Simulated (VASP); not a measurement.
Crystal: SnS3.

```
CELL_PARAMETERS angstrom
-2.25181 2.25181 4.92963
2.25181 -2.25181 4.92963
2.25181 2.25181 -4.92963
ATOMIC_POSITIONS crystal
Sn 0.00000 0.00000 0.00000
S 0.75000 0.25000 0.50000
S 0.25000 0.75000 0.50000
S 0.50000 0.50000 0.00000
```

The cell was built from a structure type or drawn by symmetry, and may not be a known phase.

| Item | Value |
| --- | --- |
| Program | VASP 6.6.1 |
| Task | relaxation of cell and atoms |
| Functional | PBE |
| Potentials or basis | VASP PAW PBE potentials, release 64 (Sn_d, S) |
| Cutoff | 600 eV |
| k mesh | 6 × 6 × 6 |
| Occupations | gaussian, width 0.1 eV |
| Spin | no spin polarisation |

At the start: pressure -8.8 GPa; volume 25.00 Å³/atom.

How do energy, volume and symmetry change on relaxing?

Over 11 steps the energy falls by 491.2 meV/atom and the volume is 22.22 Å³/atom (-11.1 %); space group I4/mmm (No. 139, to 0.1 Å) before and after.

The path:
| step | energy change (eV) | largest force (eV/Å) | pressure (GPa) | volume (Å³) |
| --- | --- | --- | --- | --- |
| 1 | 0.0000 | 0.0000 | -8.82 | 99.99 |
| 2 | -0.9303 | 0.0000 | -2.68 | 81.28 |
| 3 | -1.0315 | 0.0000 | 1.10 | 75.82 |
| 4 | -1.0367 | 0.0000 | 2.41 | 74.35 |
| 5 | -1.3518 | 0.0000 | 4.48 | 72.86 |
| 6 | -1.4622 | 0.0000 | 8.30 | 70.69 |
| 7 | -1.7315 | 0.0000 | 3.09 | 76.27 |
| 8 | -1.9413 | 0.0000 | -1.37 | 87.43 |
| 9 | -1.9434 | 0.0000 | -1.65 | 88.69 |
| 10 | -1.9611 | 0.0000 | 0.47 | 88.95 |
| 11 | -1.9649 | 0.0000 | -0.19 | 88.89 |

Final structure:
```
Sn S
1.0
    -1.84360    1.84360    6.53832
     1.84360   -1.84360    6.53832
     1.84360    1.84360   -6.53832
Sn S
1 3
Direct
  0.00000 0.00000 0.00000
  0.75000 0.25000 0.50000
  0.25000 0.75000 0.50000
  0.50000 0.50000 0.00000
```

Caveat: a cell axis changed by over 15 % at a fixed basis, so the end point is rough.
